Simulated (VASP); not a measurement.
# In (I4/mmm) in VASP: single point with PBEsol

Aim: the single point of In with PBEsol.

Program: VASP 6.6.1. These are calculated values, not measurements. Logs are shortened: lines on timing, memory, paths and dates and some standing lists are left out, and cuts for length are marked.

### Step 1. The cell of the first run

The typed cell holds 1 atom: a = 3.307 Å, b = 3.307 Å, c = 3.307 Å, α = 119.98°, β = 119.98°, γ = 90.04°.

### Step 2. Single point, PBEsol

INCAR

```
SYSTEM = In
PREC     = Accurate       ! precision mode
ENCUT    = 500            ! plane-wave cutoff, eV
EDIFF    = 1E-6           ! SCF threshold, eV
ISMEAR   = 0              ! smearing method
SIGMA    = 0.1            ! smearing width, eV
LREAL    = .FALSE.        ! projectors in reciprocal space
LASPH    = .TRUE.         ! aspherical terms in the spheres
NELM     = 120            ! most SCF steps
ALGO     = Normal         ! electronic algorithm
ISIF     = 2              ! what is computed and relaxed
LWAVE    = .FALSE.        ! write WAVECAR
LCHARG   = .FALSE.        ! write CHGCAR
GGA      = PS             ! functional
NBANDS   = 12             ! bands
GGA_COMPAT= .FALSE.
```

KPOINTS

```
regular mesh
0
G
  6 6 6
  0 0 0
```

POSCAR

```
In
1.0
   -1.6542731642      1.6542731642      2.3378786880
    1.6542731642     -1.6542731642      2.3378786880
    1.6542731642      1.6542731642     -2.3378786880
In
1
Direct
    0.0000000000      0.0000000000      0.0000000000
```

Potentials or basis: VASP PAW PBE potentials, release 64 (In_d).

Run with:

```sh
$ cat potpaw_PBE.64/In_d/POTCAR > POTCAR
$ mpirun -np 1 vasp_std > vasp.out
```

OUTCAR:

```text
SYSTEM = In
   PREC = Accurate
   ENCUT = 500
   EDIFF = 1E-6
   ISMEAR = 0
   LREAL = .FALSE.
   LASPH = .TRUE.
   NELM = 120
   ISIF = 2
   GGA = PS

 ion  position               nearest neighbor table
   1  0.000  0.000  0.000-

  LATTYP: Found a body centered tetragonal cell.
 ALAT       =     3.3085463284
 C/A-ratio  =     1.4132361805

  Lattice vectors:

 A1 = (  -1.6542731642,   1.6542731642,   2.3378786880)
 A2 = (   1.6542731642,  -1.6542731642,   2.3378786880)
 A3 = (   1.6542731642,   1.6542731642,  -2.3378786880)

Analysis of symmetry for initial positions (statically):
=====================================================================
 Subroutine PRICEL returns:
 Original cell was already a primitive cell.

 Routine SETGRP: Setting up the symmetry group for a
 body centered tetragonal supercell.

 Subroutine GETGRP returns: Found 16 space group operations
 (whereof 16 operations were pure point group operations)
 out of a pool of 16 trial point group operations.

The static configuration has the point symmetry D_4h.

Analysis of symmetry for dynamics (positions and initial velocities):
=====================================================================
 Subroutine PRICEL returns:
 Original cell was already a primitive cell.

 Routine SETGRP: Setting up the symmetry group for a
 body centered tetragonal supercell.

 Subroutine GETGRP returns: Found 16 space group operations
 (whereof 16 operations were pure point group operations)
 out of a pool of 16 trial point group operations.

The dynamic configuration has the point symmetry D_4h.

 Subroutine INISYM returns: Found 16 space group operations
 (whereof 16 operations are pure point group operations),
 and found     1 'primitive' translations

----------------------------------------------------------------------------------------

                                     Primitive cell

  volume of cell :      25.5915

  direct lattice vectors                    reciprocal lattice vectors
    -1.654273164  1.654273164  2.337878688     0.000000000  0.302247543  0.213869095
     1.654273164 -1.654273164  2.337878688     0.302247543  0.000000000  0.213869095
     1.654273164  1.654273164 -2.337878688     0.302247543  0.302247543  0.000000000

  length of vectors
     3.307403236  3.307403236  3.307403236     0.370261485  0.370261485  0.427442575

  position of ions in fractional coordinates (direct lattice)
     0.000000000  0.000000000  0.000000000

  ion indices of the primitive-cell ions
   primitive index   ion index
                 1           1

----------------------------------------------------------------------------------------

[... 82 lines left out ...]
   EMIN   =  10.00;   EMAX   =-10.00  energy-range for DOS
   EFERMI =   0.00;   METHOD = LEGACY
   ISMEAR =     0;   SIGMA  =   0.10  broadening in eV -4-tet -1-fermi 0-gaus
   EFERMI_NEDOS =   21; number of points for ismear=-14 and -15
   IALGO  =     38    algorithm
   IMIX   =      4    mixing-type and parameters
     AMIX     =   0.40;   BMIX     =  1.00
     AMIX_MAG =   1.60;   BMIX_MAG =  1.00
  volume/ion in A,a.u.               =      25.59       172.70
  Fermi-wavevector in a.u.,A,eV,Ry     =   1.306243  2.468440 23.215206  1.706269
  Thomas-Fermi vector in A             =   2.437058
   LORBIT       =      0    0 simple, 1 ext, 2 COOP (PROOUT), +10 PAW based schemes
   GGA     = PS    functional components
   LHFCALC =     F    Hartree Fock is set to
   AEXX    =    0.0000 exact exchange contribution
   IVDW    =     0    specifies the selected vdW correction
   LEPSILON=     F    determine dielectric tensor
   LRPA    =     F    only Hartree local field effects (RPA)
 non-spin polarized calculation
 Gauss-broadening in eV      SIGMA  =   0.10
  energy-cutoff  :      500.00
  volume of cell :       25.59
 maximum number of plane-waves:       656
   NGX = 13   NGY = 13   NGZ = 13

 number of electron      13.0000010 magnetization

 Free energy of the ion-electron system (eV)
  ---------------------------------------------------
  ext. energy  EPLUGINS =         0.00000000
  ---------------------------------------------------
  free energy    TOTEN  =        -3.01881559 eV

  energy without entropy =       -3.01574466  energy(sigma->0) =       -3.01728012

 E-fermi :   7.4990     XC(G=0): -10.5166

 val. band max:        7.2659217633   @ k =  -0.3333   0.3333   0.3333
 cond. band min:       7.5104501025   @ k =   0.3333   0.3333  -0.0000
 fundamental gap:      0.2445283393
 Fermi energy:         7.4989614864

 k-point     1 :       0.0000    0.0000    0.0000
  band No.  band energies     occupation
      1      -6.9845      2.00000
      2      -6.9845      2.00000
      3      -6.9839      2.00000
      4      -6.8009      2.00000
      5      -6.7994      2.00000
      6      -2.1177      2.00000
      7      18.3488      0.00000
      8      18.3501      0.00000
      9      18.3501      0.00000
     10      19.1738      0.00000
     11      21.7766      0.00000
     12      21.7771      0.00000
[... 331 lines left out ...]
 k-point    24 :      -0.1667   -0.3333    0.1667
  band No.  band energies     occupation
      1      -7.0638      2.00000
      2      -6.9335      2.00000
      3      -6.8593      2.00000
      4      -6.8036      2.00000
      5      -6.6838      2.00000
      6       0.1984      2.00000
      7      10.3313      0.00000
      8      14.2715      0.00000
      9      14.7686      0.00000
     10      16.8828      0.00000
     11      20.0616      0.00000
     12      24.6069      0.00000

 [... further k-points ...]

------------------------ aborting loop because EDIFF is reached ----------------------------------------

  FORCE on cell =-STRESS in cart. coord.  units (eV):
  Direction    XX          YY          ZZ          XY          YZ          ZX
  --------------------------------------------------------------------------------------
  -------------------------------------------------------------------------------------
  Total       -0.1824075     -0.1824075     -0.2000504      0.0000000      0.0000000      0.0000000
  in kB      -11.4197546    -11.4197546    -12.5243014      0.0000000      0.0000000      0.0000000
  external PRESSURE =     -11.7879369 kB  Pullay stress =       0.0000000 kB

 VOLUME and BASIS-vectors are now :
 -----------------------------------------------------------------------------
  energy-cutoff  :      500.00
  volume of cell :       25.59
      direct lattice vectors                 reciprocal lattice vectors
    -1.654273164  1.654273164  2.337878688     0.000000000  0.302247543  0.213869095
     1.654273164 -1.654273164  2.337878688     0.302247543  0.000000000  0.213869095
     1.654273164  1.654273164 -2.337878688     0.302247543  0.302247543  0.000000000

 POSITION                                       TOTAL-FORCE (eV/Angst)
 -----------------------------------------------------------------------------------
      0.00000      0.00000      0.00000         0.000000      0.000000     -0.000000
 -----------------------------------------------------------------------------------
    total drift:                                0.000000      0.000000      0.000000

  FREE ENERGIE OF THE ION-ELECTRON SYSTEM (eV)
  ---------------------------------------------------
  free  energy   TOTEN  =        -3.0188155893 eV

  energy  without entropy=       -3.0157446570  energy(sigma->0) =       -3.01728012
```

OSZICAR:

```text
N       E                     dE             d eps       ncg     rms          rms(c)
DAV:   1     0.743371535164E+02    0.74337E+02   -0.59934E+03   752   0.132E+03
DAV:   2     0.448287592746E+00   -0.73889E+02   -0.72297E+02   768   0.291E+02
DAV:   3    -0.298797455707E+01   -0.34363E+01   -0.34283E+01   860   0.619E+01
DAV:   4    -0.306253170174E+01   -0.74557E-01   -0.74541E-01   916   0.903E+00
DAV:   5    -0.306593631618E+01   -0.34046E-02   -0.34045E-02   988   0.170E+00    0.237E+00
DAV:   6    -0.302683914618E+01    0.39097E-01   -0.62104E-02   904   0.521E+00    0.113E+00
DAV:   7    -0.301949548615E+01    0.73437E-02   -0.16737E-02   940   0.247E+00    0.292E-01
DAV:   8    -0.301881234887E+01    0.68314E-03   -0.96445E-04   976   0.532E-01    0.258E-02
DAV:   9    -0.301881486105E+01   -0.25122E-05   -0.10102E-05  1048   0.415E-02    0.159E-02
DAV:  10    -0.301881558932E+01   -0.72827E-06   -0.69460E-07   580   0.109E-02
   1 F= -.30188156E+01 E0= -.30172801E+01  d E =-.307093E-02
```

Wall time 4.2 s (1 thread of AMD EPYC 9R45 (Zen 5), shared host); peak memory 0.1 GiB.

Results:

- Free energy: -3.0188 eV
- Pressure: -1.2 GPa

Stress tensor (GPa, compression positive):
```
-1.14  0.00  0.00
 0.00 -1.14  0.00
 0.00  0.00 -1.25
```

Levels at points of the mesh, in eV from the Fermi level:
```
           k point  band 2  band 3  band 4  band 5  band 6  band 7  band 8  band 9  band 10  band 11
(0.00, 0.00, 0.00)  -14.48  -14.48  -14.30  -14.30   -9.62   10.85   10.85   10.85    11.67    14.28
(0.50, 0.00, 0.00)  -14.47  -14.47  -14.13  -14.13   -4.25   -3.39    8.64    8.66    10.98    12.82
(0.50, 0.50, 0.00)  -14.62  -14.15  -14.09  -14.09   -2.20   -1.97    4.17    4.17     7.60     7.79
(0.50, 0.50, 0.50)  -14.62  -14.15  -14.09  -14.09   -2.19   -1.96    4.16    4.16     7.58     7.78
```

Caveat: the k points lie up to 0.45 Å⁻¹ apart; the PAW data sets were made with another functional, which shifts forces and pressure a little; spin-orbit coupling is left out, which moves the levels of the heavy elements.
